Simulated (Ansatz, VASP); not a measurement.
Two plane-wave programs on MgO

```
Mg O
1.0
     0.00000    2.08059    2.08059
     2.08059    0.00000    2.08059
     2.08059    2.08059    0.00000
Mg O
1 1
Direct
  0.00000 0.00000 0.00000
  0.50000 0.50000 0.50000
```

Alike in both runs: functional LDA; k mesh 8 × 8 × 8; occupations gaussian, width 0.1 eV; no spin polarisation.

Ansatz relaxed the structure, and its values are those at the end. VASP's run is a single point on that final structure, the one shown.

```csv
,VASP,Ansatz
version,VASP 6.6.1,Ansatz 0.2.0
potentials or method,"VASP PAW LDA potentials, release 64 (Mg_sv, O), cutoff 750 eV","scalar-relativistic, plane waves, PAW"
valence electrons in the cell,16,16
```

```tsv
	VASP	Ansatz	Ansatz less VASP
gap on the k mesh at the Fermi level (eV)	5.03	5.03	-0.008
least direct gap on the mesh (eV)	5.03	5.03	-0.008
pressure (GPa)	-0.2	0.0	+0.16
```

Ansatz warns that its potentials were made for another functional, while VASP's fit it. LDA's correlation is that of Perdew and Zunger in VASP and of Perdew and Wang (1992) in Ansatz.
